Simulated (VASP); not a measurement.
# CdTe (rocksalt type) (Fm-3m) in VASP: further runs

Runs on CdTe (rocksalt type). Level: PBE. Tasks: single point.

Everything below comes from runs of VASP 6.6.1. Logs are shortened: lines on timing, memory, paths and dates and some standing lists are left out, and cuts for length are marked.

**1. The cell of the first run**

It takes space group Fm-3m (No. 225, cubic). The conventional cell has a = 5.685 Å, b = 5.685 Å, c = 5.685 Å, α = 90.00°, β = 90.00°, γ = 90.00°. Within 3.7 Å of Cd (site symmetry m-3m) lie 6 Te at 2.84 Å. Within 3.7 Å of Te (site symmetry m-3m) lie 6 Cd at 2.84 Å.

**2. Single point, PBE (volume scaled by 0.8)**

The input, INCAR:

```
SYSTEM = CdTe
PREC = Accurate
ENCUT = 520
EDIFF = 1E-7
ISMEAR = -1
SIGMA = 0.05
LREAL = .FALSE.
LASPH = .TRUE.
NELM = 60
ALGO = Normal
ISIF = 2
LWAVE = .FALSE.
LCHARG = .TRUE.
GGA = PE
LELF = .TRUE.
LVHAR = .TRUE.
NBANDS = 16
```

The input, KPOINTS:

```
Automatic mesh
0
G
  11 11 11
  0 0 0
```

The input, POSCAR:

```
CdTe
1.0
    0.0000000000      2.8424391518      2.8424391518
    2.8424391518      0.0000000000      2.8424391518
    2.8424391518      2.8424391518      0.0000000000
Cd Te
1 1
Direct
    0.0000000000      0.0000000000      0.0000000000
    0.5000000000      0.5000000000      0.5000000000
```

Potentials or basis: VASP PAW PBE potentials, release 64 (Cd, Te).

Command:

```sh
cat potpaw_PBE.64/Cd/POTCAR potpaw_PBE.64/Te/POTCAR > POTCAR
mpirun -np 1 vasp_std > vasp.out
```

OUTCAR:

```text
SYSTEM = CdTe
   PREC = Accurate
   ENCUT = 520
   EDIFF = 1E-7
   ISMEAR = -1
   LREAL = .FALSE.
   LASPH = .TRUE.
   NELM = 60
   ISIF = 2
   GGA = PE

 ion  position               nearest neighbor table
   1  0.000  0.000  0.000-   2 2.84   2 2.84   2 2.84   2 2.84   2 2.84   2 2.84
   2  0.500  0.500  0.500-   1 2.84   1 2.84   1 2.84   1 2.84   1 2.84   1 2.84

  LATTYP: Found a face centered cubic cell.
 ALAT       =     5.6848783036

  Lattice vectors:

 A1 = (   0.0000000000,   2.8424391518,   2.8424391518)
 A2 = (   2.8424391518,   0.0000000000,   2.8424391518)
 A3 = (   2.8424391518,   2.8424391518,   0.0000000000)

Analysis of symmetry for initial positions (statically):
=====================================================================
 Subroutine PRICEL returns:
 Original cell was already a primitive cell.

 Routine SETGRP: Setting up the symmetry group for a
 face centered cubic supercell.

 Subroutine GETGRP returns: Found 48 space group operations
 (whereof 48 operations were pure point group operations)
 out of a pool of 48 trial point group operations.

The static configuration has the point symmetry O_h .

Analysis of symmetry for dynamics (positions and initial velocities):
=====================================================================
 Subroutine PRICEL returns:
 Original cell was already a primitive cell.

 Routine SETGRP: Setting up the symmetry group for a
 face centered cubic supercell.

 Subroutine GETGRP returns: Found 48 space group operations
 (whereof 48 operations were pure point group operations)
 out of a pool of 48 trial point group operations.

The dynamic configuration has the point symmetry O_h .

 Subroutine INISYM returns: Found 48 space group operations
 (whereof 48 operations are pure point group operations),
 and found     1 'primitive' translations

----------------------------------------------------------------------------------------

                                     Primitive cell

  volume of cell :      45.9307

  direct lattice vectors                    reciprocal lattice vectors
     0.000000000  2.842439152  2.842439152    -0.175905261  0.175905261  0.175905261
     2.842439152  0.000000000  2.842439152     0.175905261 -0.175905261  0.175905261
     2.842439152  2.842439152  0.000000000     0.175905261  0.175905261 -0.175905261

  length of vectors
     4.019815999  4.019815999  4.019815999     0.304676849  0.304676849  0.304676849

  position of ions in fractional coordinates (direct lattice)
     0.000000000  0.000000000  0.000000000
     0.500000000  0.500000000  0.500000000

  ion indices of the primitive-cell ions
   primitive index   ion index
                 1           1
                 2           2

----------------------------------------------------------------------------------------

 KPOINTS: Automatic mesh

Automatic generation of k-mesh.
 Grid dimensions read from file:
 generate k-points for:   11   11   11

 Generating k-lattice:

  Cartesian coordinates                     Fractional coordinates (reciprocal lattice)
    -0.015991387  0.015991387  0.015991387     0.090909091  0.000000000  0.000000000
     0.015991387 -0.015991387  0.015991387     0.000000000  0.090909091  0.000000000
     0.015991387  0.015991387 -0.015991387     0.000000000  0.000000000  0.090909091

  Length of vectors
     0.027697895  0.027697895  0.027697895

  Shift w.r.t. Gamma in fractional coordinates (k-lattice)
     0.000000000  0.000000000  0.000000000

 Subroutine IBZKPT returns following result:
 ===========================================

 Found     56 irreducible k-points:

 Following reciprocal coordinates:
            Coordinates               Weight
  0.000000  0.000000  0.000000      1.000000
  0.090909  0.000000  0.000000      8.000000
  0.181818  0.000000  0.000000      8.000000
  0.272727  0.000000  0.000000      8.000000
  0.363636  0.000000  0.000000      8.000000
  0.454545  0.000000  0.000000      8.000000
[... 16 lines left out ...]
 -0.272727  0.181818  0.000000     24.000000
 -0.181818  0.181818  0.000000     12.000000
 [... further k-points ...]
   k-points           NKPTS =     56   k-points in BZ     NKDIM =     56   number of bands    NBANDS=     16
   number of dos      NEDOS =    301   number of ions     NIONS =      2
   total plane-waves  NPLWV =  27000
   dimension x,y,z NGX =    30 NGY =   30 NGZ =   30
   dimension x,y,z NGXF=    60 NGYF=   60 NGZF=   60
   ions per type =               1   1
   NGX,Y,Z   is equivalent  to a cutoff of  12.41, 12.41, 12.41 a.u.
   NGXF,Y,Z  is equivalent  to a cutoff of  24.81, 24.81, 24.81 a.u.
 SYSTEM =  CdTe
   PREC   = accura    normal or accurate (medium, high low for compatibility)
   ISTART =      0    job   : 0-new  1-cont  2-samecut
   ICHARG =      2    charge: 1-file 2-atom 10-const
   ISPIN  =      1    spin polarized calculation?
   LNONCOLLINEAR =      F non collinear calculations
   LSORBIT =      F    spin-orbit coupling
   LASPH  =      T    aspherical Exc in radial PAW
   ENCUT  =  520.0 eV  38.22 Ry    6.18 a.u.   7.47  7.47  7.47*2*pi/ulx,y,z
   NELM   =     60;   NELMIN=  2; NELMDL= -5     # of ELM steps
   EDIFF  = 0.1E-06   stopping-criterion for ELM
   LREAL  =      F    real-space projection
   EDIFFG = 0.1E-05   stopping-criterion for IOM
   NSW    =      0    number of steps for IOM
   IBRION =     -1    ionic relax: 0-MD 1-quasi-New 2-CG
   NFREE  =      0    steps in history (QN), initial steepest desc. (CG)
   ISIF   =      2    stress and relaxation
   ISYM   =      2    0-nonsym 1-usesym 2-fastsym
   POTIM  = 0.5000    time-step for ionic-motion
   TEBEG  =    0.0;   TEEND  =   0.0 temperature during run
   PSTRESS=    0.0 pullay stress
   NELECT =      18.0000    total number of electrons
   NUPDOWN=      -1.0000    fix difference up-down
   EMIN   =  10.00;   EMAX   =-10.00  energy-range for DOS
   EFERMI =   0.00;   METHOD = LEGACY
   ISMEAR =    -1;   SIGMA  =   0.05  broadening in eV -4-tet -1-fermi 0-gaus
   EFERMI_NEDOS =   21; number of points for ismear=-14 and -15
   IALGO  =     38    algorithm
   IMIX   =      4    mixing-type and parameters
     AMIX     =   0.40;   BMIX     =  1.00
     AMIX_MAG =   1.60;   BMIX_MAG =  1.00
  volume/ion in A,a.u.               =      22.97       154.98
  Fermi-wavevector in a.u.,A,eV,Ry     =   1.198021  2.263932 19.527826  1.435255
  Thomas-Fermi vector in A             =   2.333921
   LORBIT       =      0    0 simple, 1 ext, 2 COOP (PROOUT), +10 PAW based schemes
   GGA     = PE    functional components
   LHFCALC =     F    Hartree Fock is set to
   AEXX    =    0.0000 exact exchange contribution
   IVDW    =     0    specifies the selected vdW correction
   LEPSILON=     F    determine dielectric tensor
   LRPA    =     F    only Hartree local field effects (RPA)
 non-spin polarized calculation
  energy-cutoff  :      520.00
  volume of cell :       45.93
 maximum number of plane-waves:      1258
 NGX is ok and might be reduce to    30
   NGX = 15   NGY = 15   NGZ = 15

 number of electron      17.9999998 magnetization

 Free energy of the ion-electron system (eV)
  ---------------------------------------------------
  ext. energy  EPLUGINS =         0.00000000
  ---------------------------------------------------
  free energy    TOTEN  =        -3.91943089 eV

  energy without entropy =       -3.91351496  energy(sigma->0) =       -3.91647293

 E-fermi :   6.4198     XC(G=0): -10.7492

 val. band max:        6.4004091381   @ k =  -0.2727   0.1818   0.0000
 cond. band min:       6.4295042982   @ k =   0.4545   0.0000   0.0000
 fundamental gap:      0.0290951601
 Fermi energy:         6.4197867902

 k-point     1 :       0.0000    0.0000    0.0000
  band No.  band energies     occupation
      1      -6.7778      2.00000
      2      -2.5613      2.00000
      3      -2.5613      2.00000
      4      -2.5081      2.00000
      5      -2.5081      2.00000
      6      -2.5081      2.00000
[... 8 lines left out ...]
     15      14.7157      0.00000
     16      14.7157      0.00000

 k-point     2 :       0.0909    0.0000    0.0000
  band No.  band energies     occupation
      1      -6.6839      2.00000
      2      -2.5831      2.00000
      3      -2.5831      2.00000
      4      -2.5156      2.00000
      5      -2.4984      2.00000
      6      -2.4984      2.00000
[... 8 lines left out ...]
     15      14.2719      0.00000
     16      14.3885      0.00000

 k-point     3 :       0.1818    0.0000    0.0000
  band No.  band energies     occupation
      1      -6.4107      2.00000
      2      -2.6463      2.00000
      3      -2.6463      2.00000
      4      -2.5396      2.00000
      5      -2.4664      2.00000
      6      -2.4664      2.00000
[... 8 lines left out ...]
     15      14.5426      0.00000
     16      14.5426      0.00000

 k-point     4 :       0.2727    0.0000    0.0000
  band No.  band energies     occupation
      1      -5.9901      2.00000
      2      -2.7290      2.00000
      3      -2.7290      2.00000
      4      -2.5858      2.00000
      5      -2.4218      2.00000
      6      -2.4218      2.00000
[... 8 lines left out ...]
     15      15.3672      0.00000
     16      15.3672      0.00000
[... 324 lines left out ...]
 k-point    22 :      -0.3636    0.1818    0.0000
  band No.  band energies     occupation
      1      -5.2294      2.00000
      2      -2.8121      2.00000
      3      -2.7222      2.00000
      4      -2.5562      2.00000
      5      -2.3629      2.00000
      6      -2.2455      2.00000
[... 8 lines left out ...]
     15      16.2225      0.00000
     16      17.5448      0.00000

 k-point    23 :      -0.2727    0.1818    0.0000
  band No.  band energies     occupation
      1      -5.5198      2.00000
      2      -2.8091      2.00000
      3      -2.7408      2.00000
      4      -2.5551      2.00000
      5      -2.4003      2.00000
      6      -2.3034      2.00000
[... 8 lines left out ...]
     15      16.3874      0.00000
     16      19.2006      0.00000

 k-point    24 :      -0.1818    0.1818    0.0000
  band No.  band energies     occupation
      1      -5.8939      2.00000
      2      -2.7725      2.00000
      3      -2.7056      2.00000
      4      -2.5510      2.00000
      5      -2.4365      2.00000
      6      -2.3675      2.00000
[... 8 lines left out ...]
     15      16.2089      0.00000
     16      17.7139      0.00000

 [... further k-points ...]
[... 5 lines left out ...]
  --------------------------------------------------------------------------------------
  -------------------------------------------------------------------------------------
  Total        5.2966512      5.2966512      5.2966512     -0.0000000      0.0000000     -0.0000000
  in kB      184.7602033    184.7602033    184.7602033     -0.0000000      0.0000000     -0.0000000
  external PRESSURE =     184.7602033 kB  Pullay stress =       0.0000000 kB

 VOLUME and BASIS-vectors are now :
 -----------------------------------------------------------------------------
  energy-cutoff  :      520.00
  volume of cell :       45.93
      direct lattice vectors                 reciprocal lattice vectors
     0.000000000  2.842439152  2.842439152    -0.175905261  0.175905261  0.175905261
     2.842439152  0.000000000  2.842439152     0.175905261 -0.175905261  0.175905261
     2.842439152  2.842439152  0.000000000     0.175905261  0.175905261 -0.175905261

 POSITION                                       TOTAL-FORCE (eV/Angst)
 -----------------------------------------------------------------------------------
      0.00000      0.00000      0.00000         0.000000      0.000000     -0.000000
      2.84244      2.84244      2.84244        -0.000000     -0.000000      0.000000
 -----------------------------------------------------------------------------------
    total drift:                               -0.000000      0.000000      0.000000

  FREE ENERGIE OF THE ION-ELECTRON SYSTEM (eV)
  ---------------------------------------------------
  free  energy   TOTEN  =        -3.9194308941 eV

  energy  without entropy=       -3.9135149559  energy(sigma->0) =       -3.91647293
```

Run time: 37 s. Hardware: 1 thread of Intel Xeon 6975P-C, shared host; peak memory 0.2 GiB.

What came out:

| Quantity | Value |
| --- | --- |
| Free energy | -3.9194 eV |
| Pressure | 18.5 GPa |
| Band gap on the k mesh | zero (band 9 reaches 6.57 eV, above the bottom of band 10 at 5.04 eV) |

Caveat: spin-orbit coupling is left out, which moves the levels of the heavy elements.

**3. Single point, PBE (volume scaled by 0.88)**

The input, INCAR:

```
SYSTEM = CdTe
ALGO = Normal ; EDIFF = 1E-6
ENCUT = 520 ; GGA = PE
ISIF = 2 ; ISMEAR = -1
LASPH = .TRUE. ; LCHARG = .FALSE.
LREAL = .FALSE. ; LWAVE = .FALSE.
NBANDS = 16 ; NELM = 60
PREC = Accurate ; SIGMA = 0.05
```

The input, KPOINTS:

```
k-points
0
G
  11 11 11
  0 0 0
```

The input, POSCAR:

```
CdTe
1.0
    0.0000000000      2.9341934158      2.9341934158
    2.9341934158      0.0000000000      2.9341934158
    2.9341934158      2.9341934158      0.0000000000
Cd Te
1 1
Direct
    0.0000000000      0.0000000000      0.0000000000
    0.5000000000      0.5000000000      0.5000000000
```

Potentials or basis: VASP PAW PBE potentials, release 64 (Cd, Te).

Command:

```sh
cat potpaw_PBE.64/Cd/POTCAR potpaw_PBE.64/Te/POTCAR > POTCAR
mpirun -np 1 vasp_std > vasp.out
```

It took 21 s on 1 thread of Intel Xeon 6975P-C, shared host; peak memory 0.2 GiB.

Results (log left out):

```yaml
Free_energy: -4.2938 eV
Pressure: 8.5 GPa
Band_gap_on_the_k_mesh: zero (band 9 reaches 5.35 eV, above the bottom of band 10 at 3.96 eV)
```

Levels at points of the mesh, in eV from the Fermi level:
```csv
k point,band 5,band 6,band 7,band 8,band 9,band 10,band 11,band 12,band 13,band 14
"(0.00, 0.00, 0.00)",-8.56,-8.56,-0.58,-0.58,-0.58,0.96,7.14,7.14,7.14,8.07
```

Caveat: spin-orbit coupling is left out, which moves the levels of the heavy elements.

**4. Single point, PBE (volume scaled by 0.88)**

The input, INCAR:

```
ALGO     = Normal         # electronic algorithm
EDIFF    = 1E-7           # SCF threshold, eV
ENCUT    = 520            # plane-wave cutoff, eV
GGA      = PE             # functional
ISIF     = 2              # what is computed and relaxed
ISMEAR   = -1             # smearing method
LASPH    = True           # aspherical terms in the spheres
LCHARG   = True           # write CHGCAR
LELF     = True           # ELF
LREAL    = False          # projectors in reciprocal space
LVHAR    = True         
LWAVE    = False          # write WAVECAR
NBANDS   = 16             # bands
NELM     = 100            # most SCF steps
PREC     = Accurate       # precision mode
SIGMA    = 0.05           # smearing width, eV
```

The input, KPOINTS:

```
k-points
0
Gamma
  11 11 11
```

POSCAR is that of step 3.

Command:

```sh
cat potpaw_PBE.64/Cd/POTCAR potpaw_PBE.64/Te/POTCAR > POTCAR
mpirun -np 1 vasp_std > vasp.out
```

Run time: 26 s. Hardware: 1 thread of Intel Xeon 6975P-C, shared host; peak memory 0.2 GiB.

The run converged. Its results:

| Item | Value |
| --- | --- |
| Free energy | -4.2938 eV |
| Pressure | 8.5 GPa |
| Band gap on the k mesh | zero (band 9 reaches 5.35 eV, above the bottom of band 10 at 3.96 eV) |

Levels at points of the mesh, in eV from the Fermi level:
| k point | band 5 | band 6 | band 7 | band 8 | band 9 | band 10 | band 11 | band 12 | band 13 | band 14 |
| --- | --- | --- | --- | --- | --- | --- | --- | --- | --- | --- |
| (0.00, 0.00, 0.00) | -8.56 | -8.56 | -0.58 | -0.58 | -0.58 | 0.96 | 7.14 | 7.14 | 7.14 | 8.07 |

Caveat: spin-orbit coupling is left out, which moves the levels of the heavy elements.
